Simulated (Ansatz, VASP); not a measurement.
# TiB2 in VASP and in Ansatz

Contents of POSCAR:

```
TiB2
1.0
    3.0292000000      0.0000000000      0.0000000000
   -1.5146000000      2.6233641531      0.0000000000
    0.0000000000      0.0000000000      3.2284000000
Ti B
1 2
Direct
    0.0000000000      0.0000000000      0.0000000000
    0.6666666667      0.3333333333      0.5000000000
    0.3333333333      0.6666666667      0.5000000000
```

File INCAR.step1:

```
SYSTEM = TiB2
  ALGO = Normal
  EDIFF = 1E-5
  ENCUT = 520
  GGA = PE
  ISIF = 2
  ISMEAR = -1
  LASPH = .True.
  LCHARG = .False.
  LREAL = .False.
  LWAVE = .True.
  NBANDS = 16
  NELM = 100
  PREC = Accurate
  SIGMA = 0.05
```

The input INCAR.step2:

```
SYSTEM = TiB2
  AEXX = 0.25
  ALGO = Normal
  EDIFF = 1E-7
  ENCUT = 520
  GGA = PE
  ISIF = 2
  ISMEAR = -1
  ISTART = 1
  LASPH = .True.
  LCHARG = .False.
  LHFCALC = .True.
  LREAL = .False.
  LWAVE = .False.
  NBANDS = 16
  NELM = 100
  PREC = Accurate
  PRECFOCK = Normal
  SIGMA = 0.05
```

File KPOINTS:

```
k-points
0
Gamma
  6 6 5
  0 0 0
```

File input.yaml:

```yaml
crystal:
  lattice:
    - [3.0292, 0.0, 0.0]
    - [-1.5146, 2.6233641531, 0.0]
    - [0.0, 0.0, 3.2284]
  atoms:
    - { symbol: Ti, position: [0.0, 0.0, 0.0] }
    - { symbol: B, position: [0.6666666667, 0.3333333333, 0.5] }
    - { symbol: B, position: [0.3333333333, 0.6666666667, 0.5] }
hamiltonian:
  xc: { exchange: pbe, correlation: pbe, exx: { coeff: 0.25 } }
  pseudopotentials: { kind: paw }
kpoints:
  mp_grid: { grid: [6, 6, 5] }
scf:
  occupations: { method: fermi_dirac, width: 0.05 }
output:
  forces: true
  stress: true
  eigenvalues: true
```

Alike in both runs: task single point; functional PBE-based global hybrid with a share of 0.25 of exact exchange; k mesh 6 × 6 × 5; occupations fermi-dirac, width 0.05 eV; no spin polarisation.

|  | VASP | Ansatz |
| --- | --- | --- |
| version | VASP 6.6.1 | Ansatz 0.2.0 |
| potentials or method | VASP PAW PBE potentials, release 64 (Ti_sv, B) | Ansatz PAW |
| plane-wave cutoff (eV) | 520 | 420 |
| valence electrons in the cell | 18 | 18 |

VASP gave:

```
gap on the k mesh at the Fermi level (eV)                     : none
pressure (GPa)                                                : -5.0
traceless stress, the component that is largest in VASP (GPa) : -1.32
```

What did Ansatz give for the same quantities?

gap on the k mesh at the Fermi level (eV): none; pressure (GPa): -5.0; traceless stress, the component that is largest in VASP (GPa): -1.54.

VASP's potentials were made for PBE, not for PBE-based global hybrid. A gap of «none» marks a metal or a gap that the smearing closes.

The k mesh is coarse, so the values compare programs but aren't converged.
